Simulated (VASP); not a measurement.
# BN (P2_1/m) in VASP: notebook

BN is run at these levels: r2SCAN; tasks: single point.

Everything below comes from runs of VASP 6.6.1. Logs are shortened: lines on timing, memory, paths and dates and some standing lists are left out, and cuts for length are marked.

### 1 The cell of the first run

Symmetry: P2_1/m, No. 11, monoclinic system. Conventional cell: a = 2.504 Å, b = 6.661 Å, c = 2.504 Å, α = 90.00°, β = 120.00°, γ = 90.00°. Within 1.9 Å of B (site symmetry m) lie 3 N at 1.45 Å. Within 1.9 Å of N (site symmetry m) lie 3 B at 1.45 Å.

### 2 Single point, r2SCAN (mode 4 (47.7 1/cm) frozen in, largest displacement -0.120 Å)

Contents of POSCAR:

```
BN
1.0
    2.5039917043      0.0000000000      0.0000000000
   -1.2519958522      2.1685204268      0.0000000000
    0.0000000000      0.0000000000      6.6612000000
B N
2 2
Direct
    0.2798816352      0.6275373079      0.2500000000
    0.7201183648      0.3724626921      0.7500000000
    0.3867077710      0.7057394668      0.7500000000
    0.6132922290      0.2942605332      0.2500000000
```

Contents of INCAR.step1:

```
  ALGO = Normal
  EDIFF = 1E-4
  ENCUT = 520
  GGA = PE
  ISMEAR = 0
  LASPH = True
  LCHARG = False
  LREAL = False
  LWAVE = True
  NBANDS = 16
  NELM = 100
  PREC = Accurate
  SIGMA = 0.05
```

Contents of INCAR.step2:

```
  ALGO = Normal
  EDIFF = 1E-7
  ENCUT = 520
  ISIF = 2
  ISMEAR = 0
  ISTART = 1
  LASPH = True
  LCHARG = True
  LELF = True
  LMIXTAU = True
  LREAL = False
  LVHAR = True
  LWAVE = False
  METAGGA = R2SCAN
  NBANDS = 16
  NELM = 100
  PREC = Accurate
  SIGMA = 0.05
```

Contents of KPOINTS:

```
k-points
0
Gamma
  12 12 4
```

Potentials or basis: VASP PAW PBE potentials, release 64 (B, N).

Command:

```console
$ cat potpaw_PBE.64/B/POTCAR potpaw_PBE.64/N/POTCAR > POTCAR
$ cp INCAR.step1 INCAR
$ mpirun -np 1 vasp_std > vasp.out
$ cp INCAR.step2 INCAR
$ mpirun -np 1 vasp_std > vasp.out
```

OUTCAR:

```text
EDIFF = 1E-7
   ENCUT = 520
   ISIF = 2
   ISMEAR = 0
   ISTART = 1
   LASPH = True
   LREAL = False
   METAGGA = R2SCAN
   NELM = 100
   PREC = Accurate

 ion  position               nearest neighbor table
   1  0.280  0.628  0.250-   4 1.45   4 1.45   4 1.45
   2  0.720  0.372  0.750-   3 1.45   3 1.45   3 1.45
   3  0.387  0.706  0.750-   2 1.45   2 1.45   2 1.45
   4  0.613  0.294  0.250-   1 1.45   1 1.45   1 1.45

  LATTYP: Found a hexagonal cell.
 ALAT       =     2.5039917043
 C/A-ratio  =     2.6602324555

  Lattice vectors:

 A1 = (   2.5039917043,   0.0000000000,   0.0000000000)
 A2 = (  -1.2519958522,   2.1685204268,   0.0000000000)
 A3 = (   0.0000000000,   0.0000000000,   6.6612000000)

Analysis of symmetry for initial positions (statically):
=====================================================================
 Subroutine PRICEL returns:
 Original cell was already a primitive cell.

 Routine SETGRP: Setting up the symmetry group for a
 hexagonal supercell.

 Subroutine GETGRP returns: Found  4 space group operations
 (whereof  2 operations were pure point group operations)
 out of a pool of 24 trial point group operations.

The static configuration has the point symmetry S_2 .
 The point group associated with its full space group is C_2h.

Analysis of symmetry for dynamics (positions and initial velocities):
=====================================================================
 Subroutine PRICEL returns:
 Original cell was already a primitive cell.

 Routine SETGRP: Setting up the symmetry group for a
 hexagonal supercell.

 Subroutine GETGRP returns: Found  4 space group operations
 (whereof  2 operations were pure point group operations)
 out of a pool of 24 trial point group operations.

The dynamic configuration has the point symmetry S_2 .
 The point group associated with its full space group is C_2h.

 Subroutine INISYM returns: Found  4 space group operations
 (whereof  2 operations are pure point group operations),
 and found     1 'primitive' translations

----------------------------------------------------------------------------------------

                                     Primitive cell

  volume of cell :      36.1700

  direct lattice vectors                    reciprocal lattice vectors
     2.503991704  0.000000000  0.000000000     0.399362345  0.230571958  0.000000000
    -1.251995852  2.168520427  0.000000000     0.000000000  0.461143915  0.000000000
     0.000000000  0.000000000  6.661200000     0.000000000  0.000000000  0.150123101

  length of vectors
     2.503991704  2.503991704  6.661200000     0.461143915  0.461143915  0.150123101

  position of ions in fractional coordinates (direct lattice)
     0.279881635  0.627537308  0.250000000
     0.720118365  0.372462692  0.750000000
     0.386707771  0.705739467  0.750000000
     0.613292229  0.294260533  0.250000000

  ion indices of the primitive-cell ions
   primitive index   ion index
                 1           1
                 2           2
                 3           3
                 4           4

----------------------------------------------------------------------------------------

 KPOINTS: k-points

Automatic generation of k-mesh.
 Grid dimensions read from file:
 generate k-points for:   12   12    4

 Generating k-lattice:

  Cartesian coordinates                     Fractional coordinates (reciprocal lattice)
     0.033280195  0.019214330  0.000000000     0.083333333 -0.000000000  0.000000000
     0.000000000  0.038428660  0.000000000     0.000000000  0.083333333  0.000000000
     0.000000000  0.000000000  0.037530775     0.000000000  0.000000000  0.250000000

  Length of vectors
     0.038428660  0.038428660  0.037530775

  Shift w.r.t. Gamma in fractional coordinates (k-lattice)
     0.000000000  0.000000000  0.000000000

 Subroutine IBZKPT returns following result:
 ===========================================

 Found    222 irreducible k-points:

 Following reciprocal coordinates:
            Coordinates               Weight
  0.000000  0.000000  0.000000      1.000000
  0.083333  0.000000  0.000000      2.000000
  0.000000  0.083333  0.000000      2.000000
 -0.083333  0.083333  0.000000      2.000000
  0.166667  0.000000  0.000000      2.000000
  0.000000  0.166667  0.000000      2.000000
[... 16 lines left out ...]
  0.166667  0.083333  0.000000      2.000000
 -0.083333  0.250000  0.000000      2.000000
 [... further k-points ...]
   k-points           NKPTS =    222   k-points in BZ     NKDIM =    222   number of bands    NBANDS=     16
   number of dos      NEDOS =    301   number of ions     NIONS =      4
   total plane-waves  NPLWV =  20000
   dimension x,y,z NGX =    20 NGY =   20 NGZ =   50
   dimension x,y,z NGXF=    40 NGYF=   40 NGZF=  100
   ions per type =               2   2
   NGX,Y,Z   is equivalent  to a cutoff of  13.28, 13.28, 12.48 a.u.
   NGXF,Y,Z  is equivalent  to a cutoff of  26.56, 26.56, 24.96 a.u.
 SYSTEM =  unknown system
   PREC   = accura    normal or accurate (medium, high low for compatibility)
   ISTART =      1    job   : 0-new  1-cont  2-samecut
   ICHARG =      0    charge: 1-file 2-atom 10-const
   ISPIN  =      1    spin polarized calculation?
   LNONCOLLINEAR =      F non collinear calculations
   LSORBIT =      F    spin-orbit coupling
   LASPH  =      T    aspherical Exc in radial PAW
   ENCUT  =  520.0 eV  38.22 Ry    6.18 a.u.   4.66  4.66 12.39*2*pi/ulx,y,z
   NELM   =    100;   NELMIN=  2; NELMDL=  0     # of ELM steps
   EDIFF  = 0.1E-06   stopping-criterion for ELM
   LREAL  =      F    real-space projection
   EDIFFG = 0.1E-05   stopping-criterion for IOM
   NSW    =      0    number of steps for IOM
   IBRION =     -1    ionic relax: 0-MD 1-quasi-New 2-CG
   NFREE  =      0    steps in history (QN), initial steepest desc. (CG)
   ISIF   =      2    stress and relaxation
   ISYM   =      2    0-nonsym 1-usesym 2-fastsym
   POTIM  = 0.5000    time-step for ionic-motion
   TEBEG  =    0.0;   TEEND  =   0.0 temperature during run
   PSTRESS=    0.0 pullay stress
   NELECT =      16.0000    total number of electrons
   NUPDOWN=      -1.0000    fix difference up-down
   EMIN   =  10.00;   EMAX   =-10.00  energy-range for DOS
   EFERMI =   0.00;   METHOD = LEGACY
   ISMEAR =     0;   SIGMA  =   0.05  broadening in eV -4-tet -1-fermi 0-gaus
   EFERMI_NEDOS =   21; number of points for ismear=-14 and -15
   IALGO  =     38    algorithm
   IMIX   =      4    mixing-type and parameters
     AMIX     =   0.40;   BMIX     =  1.00
     AMIX_MAG =   1.60;   BMIX_MAG =  1.00
  volume/ion in A,a.u.               =       9.04        61.02
  Fermi-wavevector in a.u.,A,eV,Ry     =   1.247379  2.357205 21.170055  1.555955
  Thomas-Fermi vector in A             =   2.381514
   LORBIT       =      0    0 simple, 1 ext, 2 COOP (PROOUT), +10 PAW based schemes
   METAGGA = R2SCAN    functional components
   LHFCALC =     F    Hartree Fock is set to
   AEXX    =    0.0000 exact exchange contribution
   IVDW    =     0    specifies the selected vdW correction
   LEPSILON=     F    determine dielectric tensor
   LRPA    =     F    only Hartree local field effects (RPA)
 non-spin polarized calculation
 Gauss-broadening in eV      SIGMA  =   0.05
  energy-cutoff  :      520.00
  volume of cell :       36.17
 maximum number of plane-waves:       992
   NGX =  9   NGY =  9   NGZ = 25

 number of electron      15.9999998 magnetization

 Free energy of the ion-electron system (eV)
  ---------------------------------------------------
  ext. energy  EPLUGINS =         0.00000000
  ---------------------------------------------------
  free energy    TOTEN  =       -38.59062207 eV

  energy without entropy =      -38.59062207  energy(sigma->0) =      -38.59062207

 E-fermi :   2.2910     XC(G=0): -10.7173

 val. band max:        2.0774951209   @ k =  -0.4167  -0.2500   0.0000
 cond. band min:       6.4829263721   @ k =   0.5000   0.0000   0.0000
 fundamental gap:      4.4054312512
 Fermi energy:         2.2910118094

 k-point     1 :       0.0000    0.0000    0.0000
  band No.  band energies     occupation
      1     -16.8015      2.00000
      2     -16.5177      2.00000
      3      -4.3717      2.00000
      4      -2.2167      2.00000
      5       0.6359      2.00000
      6       0.6378      2.00000
[... 8 lines left out ...]
     15      15.0506      0.00000
     16      16.3215      0.00000

 k-point     2 :       0.0833    0.0000    0.0000
  band No.  band energies     occupation
      1     -16.6600      2.00000
      2     -16.3805      2.00000
      3      -4.1777      2.00000
      4      -2.0416      2.00000
      5       0.0450      2.00000
      6       0.0776      2.00000
[... 8 lines left out ...]
     15      15.5658      0.00000
     16      15.7729      0.00000

 k-point     3 :       0.0000    0.0833    0.0000
  band No.  band energies     occupation
      1     -16.6599      2.00000
      2     -16.3806      2.00000
      3      -4.1776      2.00000
      4      -2.0421      2.00000
      5       0.0494      2.00000
      6       0.0822      2.00000
[... 8 lines left out ...]
     15      15.5563      0.00000
     16      15.7625      0.00000

 k-point     4 :      -0.0833    0.0833    0.0000
  band No.  band energies     occupation
      1     -16.6599      2.00000
      2     -16.3806      2.00000
      3      -4.1776      2.00000
      4      -2.0419      2.00000
      5       0.0487      2.00000
      6       0.0807      2.00000
[... 8 lines left out ...]
     15      15.5539      0.00000
     16      15.7597      0.00000
[... 324 lines left out ...]
 k-point    22 :      -0.1667    0.0833    0.0000
  band No.  band energies     occupation
      1     -16.3808      2.00000
      2     -16.1100      2.00000
      3      -3.7932      2.00000
      4      -1.6967      2.00000
      5      -0.9152      2.00000
      6      -0.8956      2.00000
[... 8 lines left out ...]
     15      15.9484      0.00000
     16      16.8630      0.00000

 k-point    23 :       0.1667    0.0833    0.0000
  band No.  band energies     occupation
      1     -15.8402      2.00000
      2     -15.5872      2.00000
      3      -3.0404      2.00000
      4      -2.5017      2.00000
      5      -2.4367      2.00000
      6      -1.0313      2.00000
[... 8 lines left out ...]
     15      17.4621      0.00000
     16      18.4593      0.00000

 k-point    24 :      -0.0833    0.2500    0.0000
  band No.  band energies     occupation
      1     -15.8394      2.00000
      2     -15.5881      2.00000
      3      -3.0389      2.00000
      4      -2.4850      2.00000
      5      -2.4452      2.00000
      6      -1.0367      2.00000
[... 8 lines left out ...]
     15      17.4034      0.00000
     16      18.2681      0.00000

 [... further k-points ...]

------------------------ aborting loop because EDIFF is reached ----------------------------------------

  FORCE on cell =-STRESS in cart. coord.  units (eV):
  Direction    XX          YY          ZZ          XY          YZ          ZX
  --------------------------------------------------------------------------------------
  -------------------------------------------------------------------------------------
  Total       -0.1775457     -0.1228792      0.1547252     -0.0286599      0.0000000      0.0000000
  in kB       -7.8645132     -5.4430233      6.8536641     -1.2695103      0.0000000      0.0000000
  external PRESSURE =      -2.1512908 kB  Pullay stress =       0.0000000 kB

 VOLUME and BASIS-vectors are now :
 -----------------------------------------------------------------------------
  energy-cutoff  :      520.00
  volume of cell :       36.17
      direct lattice vectors                 reciprocal lattice vectors
     2.503991704  0.000000000  0.000000000     0.399362345  0.230571958  0.000000000
    -1.251995852  2.168520427  0.000000000     0.000000000  0.461143915  0.000000000
     0.000000000  0.000000000  6.661200000     0.000000000  0.000000000  0.150123101

 POSITION                                       TOTAL-FORCE (eV/Angst)
 -----------------------------------------------------------------------------------
     -0.08485      1.36083      1.66530         0.010884      0.007768      0.000000
      1.33685      0.80769      4.99590        -0.010884     -0.007768     -0.000000
      0.08473      1.53041      4.99590        -0.001073     -0.009382      0.000000
      1.16727      0.63811      1.66530         0.001073      0.009382      0.000000
 -----------------------------------------------------------------------------------
    total drift:                                0.000000      0.000000      0.000000

  FREE ENERGIE OF THE ION-ELECTRON SYSTEM (eV)
  ---------------------------------------------------
  free  energy   TOTEN  =       -38.5906220735 eV

  energy  without entropy=      -38.5906220735  energy(sigma->0) =      -38.59062207
```

Run time: 3.4 min. Hardware: 1 thread of Intel Xeon 6975P-C (Granite Rapids), shared host; peak memory 0.23 GiB.

Results:

```yaml
Free_energy: -38.5906 eV
Pressure: -0.2 GPa
Largest_force: 0.013 eV/Å
Band_gap_on_the_k_mesh: 4.41 eV, indirect (least direct gap 4.79 eV)
```

Forces on the atoms (eV/Å):
```
B    0.011  0.008  0.000
B   -0.011 -0.008  0.000
N   -0.001 -0.009  0.000
N    0.001  0.009  0.000
```

Levels at points of the mesh, in eV from the valence-band top:
```
           k point  band 6  band 7  band 8  band 9  band 10  band 11
(0.00, 0.00, 0.00)   -1.44   -1.41   -1.40    5.52    10.94    12.19
(0.50, 0.00, 0.00)   -4.31   -1.59   -0.38    4.41     6.56    10.13
(0.00, 0.50, 0.00)   -4.32   -1.44   -0.66    5.12     5.94    10.12
(0.50, 0.50, 0.00)   -4.32   -1.50   -0.57    4.91     6.11    10.09
(0.00, 0.00, 0.50)   -1.43   -1.42   -1.42    8.00     8.00    12.27
(0.50, 0.00, 0.50)   -4.34   -1.00   -1.00    5.25     5.25    10.52
(0.00, 0.50, 0.50)   -4.35   -1.01   -1.01    5.25     5.25    10.56
(0.50, 0.50, 0.50)   -4.35   -1.01   -1.01    5.26     5.26    10.55
```

Caveat: the cell differs from its parent crystal (mode 4 (47.7 1/cm) frozen in, largest displacement -0.120 Å); the PAW data sets were made with another functional, which shifts forces and pressure a little.

### 3 Single point, r2SCAN (mode 4 (47.7 1/cm) frozen in, largest displacement +0.090 Å)

Contents of POSCAR:

```
BN
1.0
    2.5039917043      0.0000000000      0.0000000000
   -1.2519958522      2.1685204268      0.0000000000
    0.0000000000      0.0000000000      6.6612000000
B N
2 2
Direct
    0.3734221069      0.6960136857      0.2500000000
    0.6265778931      0.3039863143      0.7500000000
    0.2933025051      0.6373620665      0.7500000000
    0.7066974949      0.3626379335      0.2500000000
```

Contents of INCAR.step1:

```
SYSTEM = BN
PREC = Accurate
ENCUT = 520
ISMEAR = 0
SIGMA = 0.05
LREAL = .False.
LASPH = .True.
NELM = 60
NBANDS = 16
GGA = PE
ALGO = Normal
EDIFF = 1E-4
LWAVE = .True.
LCHARG = .False.
```

Contents of INCAR.step2:

```
SYSTEM = BN
PREC = Accurate
ENCUT = 520
EDIFF = 1E-6
ISMEAR = 0
SIGMA = 0.05
LREAL = .False.
LASPH = .True.
NELM = 60
ALGO = Normal
ISIF = 2
LWAVE = .False.
LCHARG = .False.
METAGGA = R2SCAN
LMIXTAU = .True.
NBANDS = 16
ISTART = 1
```

Contents of KPOINTS:

```
regular mesh
0
Gamma
  12 12 4
  0 0 0
```

Potentials or basis: VASP PAW PBE potentials, release 64 (B, N).

Command:

```console
$ cat potpaw_PBE.64/B/POTCAR potpaw_PBE.64/N/POTCAR > POTCAR
$ cp INCAR.step1 INCAR
$ mpirun -np 1 vasp_std > vasp.out
$ cp INCAR.step2 INCAR
$ mpirun -np 1 vasp_std > vasp.out
```

It took 2.9 min on 1 thread of Intel Xeon 6975P-C (Granite Rapids), shared host; peak memory 0.23 GiB.

The run converged. Its results:

```yaml
Free_energy: -38.5915 eV
Pressure: -0.2 GPa
Largest_force: 0.014 eV/Å
Band_gap_on_the_k_mesh: 4.59 eV, indirect (least direct gap 5.01 eV)
```

Forces on the atoms (eV/Å):
```
B   -0.004 -0.006  0.000
B    0.004  0.006  0.000
N    0.012  0.007  0.000
N   -0.012 -0.007  0.000
```

Stress tensor (GPa, compression positive):
```
-0.55  0.09  0.00
 0.09 -0.74  0.00
 0.00  0.00  0.64
```

Levels at points of the mesh, in eV from the valence-band top:
| k point | band 4 | band 5 | band 6 | band 7 | band 8 | band 9 | band 10 | band 11 | band 12 | band 13 |
| --- | --- | --- | --- | --- | --- | --- | --- | --- | --- | --- |
| (0.00, 0.00, 0.00) | -4.27 | -1.41 | -1.41 | -1.38 | -1.37 | 5.55 | 10.97 | 12.23 | 12.26 | 12.35 |
| (0.50, 0.00, 0.00) | -9.29 | -4.35 | -4.29 | -1.41 | -0.64 | 5.16 | 5.97 | 10.16 | 10.56 | 13.40 |
| (0.00, 0.50, 0.00) | -9.23 | -4.35 | -4.29 | -1.54 | -0.41 | 4.59 | 6.44 | 10.14 | 10.63 | 13.12 |
| (0.50, 0.50, 0.00) | -9.24 | -4.35 | -4.29 | -1.52 | -0.47 | 4.73 | 6.32 | 10.13 | 10.63 | 13.18 |
| (0.00, 0.00, 0.50) | -5.47 | -1.40 | -1.40 | -1.39 | -1.39 | 8.03 | 8.03 | 12.30 | 12.30 | 12.30 |
| (0.50, 0.00, 0.50) | -9.29 | -4.32 | -4.32 | -0.98 | -0.98 | 5.28 | 5.28 | 10.58 | 10.58 | 14.25 |
| (0.00, 0.50, 0.50) | -9.29 | -4.32 | -4.32 | -0.98 | -0.98 | 5.28 | 5.28 | 10.56 | 10.56 | 14.28 |
| (0.50, 0.50, 0.50) | -9.29 | -4.32 | -4.32 | -0.98 | -0.98 | 5.28 | 5.28 | 10.56 | 10.56 | 14.25 |

Caveat: the cell differs from its parent crystal (mode 4 (47.7 1/cm) frozen in, largest displacement +0.090 Å); the PAW data sets were made with another functional, which shifts forces and pressure a little. A k mesh can miss the band edges.

(Continued in part 2 of 2.)
